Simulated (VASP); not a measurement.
# Mo (P6/mmm) in VASP: notebook, part 2 of 2

VASP 6.6.1.

## (3) Single point, r2SCAN (17.21 Å³/atom)

This run uses another cell than the first one, of 17.21 Å³/atom.

POSCAR

```
Mo
1.0
    4.7760720303      0.0000000000      0.0000000000
   -2.3880360151      4.1361997085      0.0000000000
    0.0000000000      0.0000000000      2.6137616141
Mo
3
Direct
    0.0000000000      1.0000000000      1.0000000000
    0.3333333333      0.6666666667      0.5000000000
    0.6666666667      0.3333333333      0.5000000000
```

INCAR.step1

```
PREC = Accurate
ENCUT = 520
ISMEAR = -1
SIGMA = 0.1
LREAL = False
LASPH = True
NELM = 60
NBANDS = 28
GGA = PE
ALGO = Normal
EDIFF = 1E-4
LWAVE = True
LCHARG = False
```

INCAR.step2

```
PREC = Accurate
ENCUT = 520
EDIFF = 1E-7
ISMEAR = -1
SIGMA = 0.1
LREAL = False
LASPH = True
NELM = 60
ALGO = Normal
ISIF = 2
LWAVE = False
LCHARG = True
METAGGA = R2SCAN
LMIXTAU = True
LELF = True
LVHAR = True
NBANDS = 28
ISTART = 1
```

KPOINTS

```
regular mesh
0
Gamma
  9 9 14
```

Potentials or basis: VASP PAW PBE potentials, release 64 (Mo_sv).

On the command line:

```console
$ cat potpaw_PBE.64/Mo_sv/POTCAR > POTCAR
$ cp INCAR.step1 INCAR
$ mpirun -np 1 vasp_std > vasp.out
$ cp INCAR.step2 INCAR
$ mpirun -np 1 vasp_std > vasp.out
```

OUTCAR:

```text
PREC = Accurate
   ENCUT = 520
   EDIFF = 1E-7
   ISMEAR = -1
   LREAL = False
   LASPH = True
   NELM = 60
   ISIF = 2
   METAGGA = R2SCAN
   ISTART = 1

 ion  position               nearest neighbor table
   1  0.000  0.000  0.000-   2 3.05   3 3.05   2 3.05   3 3.05   2 3.05   2 3.05   3 3.05   3 3.05
                             3 3.05   3 3.05   2 3.05   2 3.05
   2  0.333  0.667  0.500-   3 2.76   3 2.76   3 2.76   1 3.05   1 3.05   1 3.05   1 3.05   1 3.05
                             1 3.05
   3  0.667  0.333  0.500-   2 2.76   2 2.76   2 2.76   1 3.05   1 3.05   1 3.05   1 3.05   1 3.05
                             1 3.05

  LATTYP: Found a hexagonal cell.
 ALAT       =     4.7760720303
 C/A-ratio  =     0.5472617661

  Lattice vectors:

 A1 = (   4.7760720303,   0.0000000000,   0.0000000000)
 A2 = (  -2.3880360151,   4.1361997085,   0.0000000000)
 A3 = (   0.0000000000,   0.0000000000,   2.6137616141)

Analysis of symmetry for initial positions (statically):
=====================================================================
 Subroutine PRICEL returns:
 Original cell was already a primitive cell.

 Routine SETGRP: Setting up the symmetry group for a
 hexagonal supercell.

 Subroutine GETGRP returns: Found 24 space group operations
 (whereof 24 operations were pure point group operations)
 out of a pool of 24 trial point group operations.

The static configuration has the point symmetry D_6h.

Analysis of symmetry for dynamics (positions and initial velocities):
=====================================================================
 Subroutine PRICEL returns:
 Original cell was already a primitive cell.

 Routine SETGRP: Setting up the symmetry group for a
 hexagonal supercell.

 Subroutine GETGRP returns: Found 24 space group operations
 (whereof 24 operations were pure point group operations)
 out of a pool of 24 trial point group operations.

The dynamic configuration has the point symmetry D_6h.

[... 117 lines left out ...]
   IALGO  =     38    algorithm
   IMIX   =      4    mixing-type and parameters
     AMIX     =   0.40;   BMIX     =  1.00
     AMIX_MAG =   1.60;   BMIX_MAG =  1.00
  volume/ion in A,a.u.               =      17.21       116.15
  Fermi-wavevector in a.u.,A,eV,Ry     =   1.528194  2.887868 31.774730  2.335377
  Thomas-Fermi vector in A             =   2.635986
   LORBIT       =      0    0 simple, 1 ext, 2 COOP (PROOUT), +10 PAW based schemes
   METAGGA = R2SCAN    functional components
   LHFCALC =     F    Hartree Fock is set to
   AEXX    =    0.0000 exact exchange contribution
   IVDW    =     0    specifies the selected vdW correction
   LEPSILON=     F    determine dielectric tensor
   LRPA    =     F    only Hartree local field effects (RPA)
 non-spin polarized calculation
  energy-cutoff  :      520.00
  volume of cell :       51.63
 maximum number of plane-waves:      1426
 NGX is ok and might be reduce to    36
   NGX = 17   NGY = 17   NGZ =  9

 number of electron      41.9999992 magnetization

 Free energy of the ion-electron system (eV)
  ---------------------------------------------------
  ext. energy  EPLUGINS =         0.00000000
  ---------------------------------------------------
  free energy    TOTEN  =       -76.77793818 eV

  energy without entropy =      -76.64901069  energy(sigma->0) =      -76.71347443

 E-fermi :  10.9063     XC(G=0): -13.9923

 val. band max:       10.9049922058   @ k =   0.3333  -0.0000   0.2857
 cond. band min:      10.9071687425   @ k =   0.3333   0.2222   0.2857
 fundamental gap:      0.0021765366
 Fermi energy:        10.9063307056

 k-point     1 :       0.0000    0.0000    0.0000
  band No.  band energies     occupation
      1     -52.1379      2.00000
      2     -51.9472      2.00000
      3     -51.8099      2.00000
      4     -25.5324      2.00000
      5     -25.5324      2.00000
      6     -25.5153      2.00000
[... 733 lines left out ...]
     27      13.7851      0.00000
     28      14.3608      0.00000

 [... further k-points ...]

------------------------ aborting loop because EDIFF is reached ----------------------------------------

  FORCE on cell =-STRESS in cart. coord.  units (eV):
  Direction    XX          YY          ZZ          XY          YZ          ZX
  --------------------------------------------------------------------------------------
  -------------------------------------------------------------------------------------
  Total       -4.6959736     -4.6959736     -5.6418978     -0.0000000      0.0000000     -0.0000000
  in kB     -145.7128608   -145.7128608   -175.0642449     -0.0000000      0.0000000     -0.0000000
  external PRESSURE =    -155.4966555 kB  Pullay stress =       0.0000000 kB

 VOLUME and BASIS-vectors are now :
 -----------------------------------------------------------------------------
  energy-cutoff  :      520.00
  volume of cell :       51.63
      direct lattice vectors                 reciprocal lattice vectors
     4.776072030  0.000000000  0.000000000     0.209377077  0.120883912  0.000000000
    -2.388036015  4.136199709  0.000000000     0.000000000  0.241767823  0.000000000
     0.000000000  0.000000000  2.613761614     0.000000000  0.000000000  0.382590361

 POSITION                                       TOTAL-FORCE (eV/Angst)
 -----------------------------------------------------------------------------------
      0.00000      0.00000      0.00000        -0.000000      0.000000     -0.000000
     -0.00000      2.75747      1.30688        -0.000000      0.000000      0.000000
      2.38804      1.37873      1.30688         0.000000     -0.000000     -0.000000
 -----------------------------------------------------------------------------------
    total drift:                                0.000000      0.000000     -0.000000

  FREE ENERGIE OF THE ION-ELECTRON SYSTEM (eV)
  ---------------------------------------------------
  free  energy   TOTEN  =       -76.7779381759 eV

  energy  without entropy=      -76.6490106907  energy(sigma->0) =      -76.71347443
```

Wall time 5 min (1 thread of Intel Xeon 6975P-C (Granite Rapids), shared host); peak memory 0.23 GiB.

What came out:

```
Free energy            : -76.7779 eV
Pressure               : -15.5 GPa
Band gap on the k mesh : zero (bands 21 and 22 overlap by 1.20 eV)
```

Stress tensor (GPa, compression positive):
```
-14.57   0.00   0.00
  0.00 -14.57   0.00
  0.00   0.00 -17.51
```

Levels at points of the mesh, in eV from the Fermi level:
| k point | band 17 | band 18 | band 19 | band 20 | band 21 | band 22 | band 23 | band 24 | band 25 | band 26 |
| --- | --- | --- | --- | --- | --- | --- | --- | --- | --- | --- |
| (0.00, 0.00, 0.00) | -2.20 | -2.20 | -2.14 | -2.14 | -0.46 | -0.46 | 1.81 | 1.81 | 1.90 | 1.90 |
| (0.00, 0.00, 0.50) | -2.79 | -1.60 | -1.04 | -1.04 | 0.09 | 0.09 | 2.31 | 2.31 | 2.94 | 2.94 |

Caveat: the cell stands under tension; the PAW data sets were made with another functional, which shifts forces and pressure a little.
